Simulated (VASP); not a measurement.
# HfB (Fm-3m) in VASP: a series of runs

Runs on HfB. Level: PBEsol. Tasks: single point.

Everything below comes from runs of VASP 6.6.1. Logs are shortened: lines on timing, memory, paths and dates and some standing lists are left out, and cuts for length are marked.

**1. The cell of the first run**

Symmetry: Fm-3m, No. 225, cubic system. The conventional cell has a = 4.493 Å, b = 4.493 Å, c = 4.493 Å, α = 90.00°, β = 90.00°, γ = 90.00°. Within 3.0 Å of Hf (site symmetry m-3m) lie 6 B at 2.25 Å. Within 3.0 Å of B (site symmetry m-3m) lie 6 Hf at 2.25 Å.

**2. Single point, PBEsol**

INCAR reads:

```
ALGO = Normal ; EDIFF = 1E-6
ENCUT = 520 ; GGA = PS
ISIF = 2 ; ISMEAR = 0
LASPH = T ; LCHARG = F
LREAL = F ; LWAVE = F
NBANDS = 14 ; NELM = 80
PREC = Accurate ; SIGMA = 0.05
```

KPOINTS reads:

```
k-points
0
Gamma
  11 11 11
```

POSCAR reads:

```
HfB
1.0
    0.0000000000      2.2466801886      2.2466801886
    2.2466801886      0.0000000000      2.2466801886
    2.2466801886      2.2466801886      0.0000000000
Hf B
1 1
Direct
    0.5000000000      0.5000000000      0.5000000000
    0.0000000000      0.0000000000      0.0000000000
```

Potentials or basis: VASP PAW PBE potentials, release 64 (Hf_pv, B).

Started as:

```sh
cat potpaw_PBE.64/Hf_pv/POTCAR potpaw_PBE.64/B/POTCAR > POTCAR
mpirun -np 1 vasp_std > vasp.out
```

OUTCAR:

```text
EDIFF = 1E-6
   ENCUT = 520
   GGA = PS
   ISIF = 2
   ISMEAR = 0
   LASPH = T
   LREAL = F
   NELM = 80
   PREC = Accurate

 ion  position               nearest neighbor table
   1  0.500  0.500  0.500-   2 2.25   2 2.25   2 2.25   2 2.25   2 2.25   2 2.25
   2  0.000  0.000  0.000-   1 2.25   1 2.25   1 2.25   1 2.25   1 2.25   1 2.25

  LATTYP: Found a face centered cubic cell.
 ALAT       =     4.4933603772

  Lattice vectors:

 A1 = (   0.0000000000,   2.2466801886,   2.2466801886)
 A2 = (   2.2466801886,   0.0000000000,   2.2466801886)
 A3 = (   2.2466801886,   2.2466801886,   0.0000000000)

Analysis of symmetry for initial positions (statically):
=====================================================================
 Subroutine PRICEL returns:
 Original cell was already a primitive cell.

 Routine SETGRP: Setting up the symmetry group for a
 face centered cubic supercell.

 Subroutine GETGRP returns: Found 48 space group operations
[... 9 lines left out ...]

 Routine SETGRP: Setting up the symmetry group for a
 face centered cubic supercell.

 Subroutine GETGRP returns: Found 48 space group operations
[... 11 lines left out ...]
                                     Primitive cell

  volume of cell :      22.6806

  direct lattice vectors                    reciprocal lattice vectors
     0.000000000  2.246680189  2.246680189    -0.222550589  0.222550589  0.222550589
     2.246680189  0.000000000  2.246680189     0.222550589 -0.222550589  0.222550589
     2.246680189  2.246680189  0.000000000     0.222550589  0.222550589 -0.222550589

  length of vectors
     3.177285593  3.177285593  3.177285593     0.385468928  0.385468928  0.385468928

  position of ions in fractional coordinates (direct lattice)
     0.500000000  0.500000000  0.500000000
     0.000000000  0.000000000  0.000000000

  ion indices of the primitive-cell ions
   primitive index   ion index
                 1           1
                 2           2

----------------------------------------------------------------------------------------

 KPOINTS: k-points

Automatic generation of k-mesh.
 Grid dimensions read from file:
 generate k-points for:   11   11   11

 Generating k-lattice:

  Cartesian coordinates                     Fractional coordinates (reciprocal lattice)
    -0.020231872  0.020231872  0.020231872     0.090909091  0.000000000  0.000000000
     0.020231872 -0.020231872  0.020231872     0.000000000  0.090909091  0.000000000
     0.020231872  0.020231872 -0.020231872     0.000000000  0.000000000  0.090909091

  Length of vectors
     0.035042630  0.035042630  0.035042630

  Shift w.r.t. Gamma in fractional coordinates (k-lattice)
     0.000000000  0.000000000  0.000000000

 Subroutine IBZKPT returns following result:
 ===========================================

 Found     56 irreducible k-points:

 Following reciprocal coordinates:
            Coordinates               Weight
  0.000000  0.000000  0.000000      1.000000
  0.090909  0.000000  0.000000      8.000000
  0.181818  0.000000  0.000000      8.000000
  0.272727  0.000000  0.000000      8.000000
  0.363636  0.000000  0.000000      8.000000
  0.454545  0.000000  0.000000      8.000000
[... 16 lines left out ...]
 -0.272727  0.181818  0.000000     24.000000
 -0.181818  0.181818  0.000000     12.000000
 [... further k-points ...]
   k-points           NKPTS =     56   k-points in BZ     NKDIM =     56   number of bands    NBANDS=     14
   number of dos      NEDOS =    301   number of ions     NIONS =      2
   total plane-waves  NPLWV =  13824
   dimension x,y,z NGX =    24 NGY =   24 NGZ =   24
   dimension x,y,z NGXF=    48 NGYF=   48 NGZF=   48
   ions per type =               1   1
   NGX,Y,Z   is equivalent  to a cutoff of  12.56, 12.56, 12.56 a.u.
   NGXF,Y,Z  is equivalent  to a cutoff of  25.12, 25.12, 25.12 a.u.
 SYSTEM =  unknown system
   PREC   = accura    normal or accurate (medium, high low for compatibility)
   ISTART =      0    job   : 0-new  1-cont  2-samecut
   ICHARG =      2    charge: 1-file 2-atom 10-const
   ISPIN  =      1    spin polarized calculation?
   LNONCOLLINEAR =      F non collinear calculations
   LSORBIT =      F    spin-orbit coupling
   LASPH  =      T    aspherical Exc in radial PAW
   ENCUT  =  520.0 eV  38.22 Ry    6.18 a.u.   5.91  5.91  5.91*2*pi/ulx,y,z
   NELM   =     80;   NELMIN=  2; NELMDL= -5     # of ELM steps
   EDIFF  = 0.1E-05   stopping-criterion for ELM
   LREAL  =      F    real-space projection
   EDIFFG = 0.1E-04   stopping-criterion for IOM
   NSW    =      0    number of steps for IOM
   IBRION =     -1    ionic relax: 0-MD 1-quasi-New 2-CG
   NFREE  =      0    steps in history (QN), initial steepest desc. (CG)
   ISIF   =      2    stress and relaxation
   ISYM   =      2    0-nonsym 1-usesym 2-fastsym
   POTIM  = 0.5000    time-step for ionic-motion
   TEBEG  =    0.0;   TEEND  =   0.0 temperature during run
   PSTRESS=    0.0 pullay stress
   NELECT =      13.0000    total number of electrons
   NUPDOWN=      -1.0000    fix difference up-down
   EMIN   =  10.00;   EMAX   =-10.00  energy-range for DOS
   EFERMI =   0.00;   METHOD = LEGACY
   ISMEAR =     0;   SIGMA  =   0.05  broadening in eV -4-tet -1-fermi 0-gaus
   EFERMI_NEDOS =   21; number of points for ismear=-14 and -15
   IALGO  =     38    algorithm
   IMIX   =      4    mixing-type and parameters
     AMIX     =   0.40;   BMIX     =  1.00
     AMIX_MAG =   1.60;   BMIX_MAG =  1.00
  volume/ion in A,a.u.               =      11.34        76.53
  Fermi-wavevector in a.u.,A,eV,Ry     =   1.359893  2.569825 25.161371  1.849309
  Thomas-Fermi vector in A             =   2.486602
   LORBIT       =      0    0 simple, 1 ext, 2 COOP (PROOUT), +10 PAW based schemes
   GGA     = PS    functional components
   LHFCALC =     F    Hartree Fock is set to
   AEXX    =    0.0000 exact exchange contribution
   IVDW    =     0    specifies the selected vdW correction
   LEPSILON=     F    determine dielectric tensor
   LRPA    =     F    only Hartree local field effects (RPA)
 non-spin polarized calculation
 Gauss-broadening in eV      SIGMA  =   0.05
  energy-cutoff  :      520.00
  volume of cell :       22.68
 maximum number of plane-waves:       624
   NGX = 11   NGY = 11   NGZ = 11

 number of electron      12.9999999 magnetization

 Free energy of the ion-electron system (eV)
  ---------------------------------------------------
  ext. energy  EPLUGINS =         0.00000000
  ---------------------------------------------------
  free energy    TOTEN  =       -17.74920794 eV

  energy without entropy =      -17.74787303  energy(sigma->0) =      -17.74854049

 E-fermi :   5.5913     XC(G=0): -12.8053

 val. band max:        5.5818064954   @ k =   0.1818   0.0000   0.0000
 cond. band min:       5.6026281855   @ k =  -0.1818   0.0909   0.0000
 fundamental gap:      0.0208216900
 Fermi energy:         5.5912764366

 k-point     1 :       0.0000    0.0000    0.0000
  band No.  band energies     occupation
      1     -22.2597      2.00000
      2     -22.2597      2.00000
      3     -22.2597      2.00000
      4      -4.2694      2.00000
      5       7.7717      0.00000
      6       7.7717      0.00000
      7       7.7717      0.00000
      8       9.7940      0.00000
      9       9.7940      0.00000
     10       9.7940      0.00000
     11      10.0645      0.00000
     12      10.0645      0.00000
     13      17.5334      0.00000
     14      19.9046      0.00000

 k-point     2 :       0.0909    0.0000    0.0000
  band No.  band energies     occupation
      1     -22.3457      2.00000
      2     -22.2680      2.00000
      3     -22.2680      2.00000
      4      -4.0006      2.00000
      5       6.9731      0.00000
      6       7.5249      0.00000
      7       7.5249      0.00000
      8       8.6300      0.00000
      9       8.6300      0.00000
     10      10.2173      0.00000
     11      12.0058      0.00000
     12      12.0058      0.00000
     13      18.2120      0.00000
     14      20.1472      0.00000

 k-point     3 :       0.1818    0.0000    0.0000
  band No.  band energies     occupation
      1     -22.5696      2.00000
      2     -22.2900      2.00000
      3     -22.2900      2.00000
      4      -3.2503      2.00000
      5       5.5818      1.21119
      6       6.3078      0.00000
      7       6.3078      0.00000
      8       9.0516      0.00000
      9       9.0516      0.00000
     10      10.7272      0.00000
     11      14.3499      0.00000
     12      14.3499      0.00000
     13      19.9267      0.00000
     14      20.6254      0.00000
[... 324 lines left out ...]
 k-point    23 :      -0.2727    0.1818    0.0000
  band No.  band energies     occupation
      1     -22.9774      2.00000
      2     -22.5693      2.00000
      3     -22.3410      2.00000
      4      -0.6679      2.00000
      5       2.7957      2.00000
      6       4.5498      2.00000
      7       4.5586      2.00000
      8      10.2178      0.00000
      9      12.3768      0.00000
     10      13.2079      0.00000
     11      15.4806      0.00000
     12      17.9999      0.00000
     13      20.8854      0.00000
     14      21.2430      0.00000

 k-point    24 :      -0.1818    0.1818    0.0000
  band No.  band energies     occupation
      1     -22.8171      2.00000
      2     -22.4871      2.00000
      3     -22.3026      2.00000
      4      -1.7945      2.00000
      5       3.9787      2.00000
      6       4.9476      2.00000
      7       4.9653      2.00000
      8       9.2747      0.00000
      9      11.8685      0.00000
     10      12.2350      0.00000
     11      14.3743      0.00000
     12      18.9153      0.00000
     13      19.4922      0.00000
     14      21.2408      0.00000

 [... further k-points ...]

------------------------ aborting loop because EDIFF is reached ----------------------------------------

  FORCE on cell =-STRESS in cart. coord.  units (eV):
  Direction    XX          YY          ZZ          XY          YZ          ZX
  --------------------------------------------------------------------------------------
  -------------------------------------------------------------------------------------
  Total        7.1851332      7.1851332      7.1851332      0.0000000      0.0000000      0.0000000
  in kB      507.5649720    507.5649720    507.5649720      0.0000000      0.0000000      0.0000000
  external PRESSURE =     507.5649720 kB  Pullay stress =       0.0000000 kB

 VOLUME and BASIS-vectors are now :
 -----------------------------------------------------------------------------
  energy-cutoff  :      520.00
  volume of cell :       22.68
      direct lattice vectors                 reciprocal lattice vectors
     0.000000000  2.246680189  2.246680189    -0.222550589  0.222550589  0.222550589
     2.246680189  0.000000000  2.246680189     0.222550589 -0.222550589  0.222550589
     2.246680189  2.246680189  0.000000000     0.222550589  0.222550589 -0.222550589

 POSITION                                       TOTAL-FORCE (eV/Angst)
 -----------------------------------------------------------------------------------
      2.24668      2.24668      2.24668        -0.000000      0.000000      0.000000
      0.00000      0.00000      0.00000         0.000000     -0.000000     -0.000000
 -----------------------------------------------------------------------------------
    total drift:                               -0.000000     -0.000000      0.000000

  FREE ENERGIE OF THE ION-ELECTRON SYSTEM (eV)
  ---------------------------------------------------
  free  energy   TOTEN  =       -17.7492079413 eV

  energy  without entropy=      -17.7478730308  energy(sigma->0) =      -17.74854049
```

Run time: 9.4 s. Hardware: 1 thread of Intel Xeon Platinum 8259CL at 2.50GHz (Skylake/Cascade Lake), shared host; peak memory 0.15 GiB.

Results:

```
Free energy : -17.7492 eV
Pressure    : 50.8 GPa
```

Levels at points of the mesh, in eV from the Fermi level:
```tsv
k point	band 4	band 5	band 6	band 7	band 8	band 9	band 10	band 11
(0.00, 0.00, 0.00)	-9.86	2.18	2.18	2.18	4.20	4.20	4.20	4.47
```

Caveat: the PAW data sets were made with another functional, which shifts forces and pressure a little; spin-orbit coupling is left out, which moves the levels of the heavy elements.

(Part 1 of 3 ends here.)
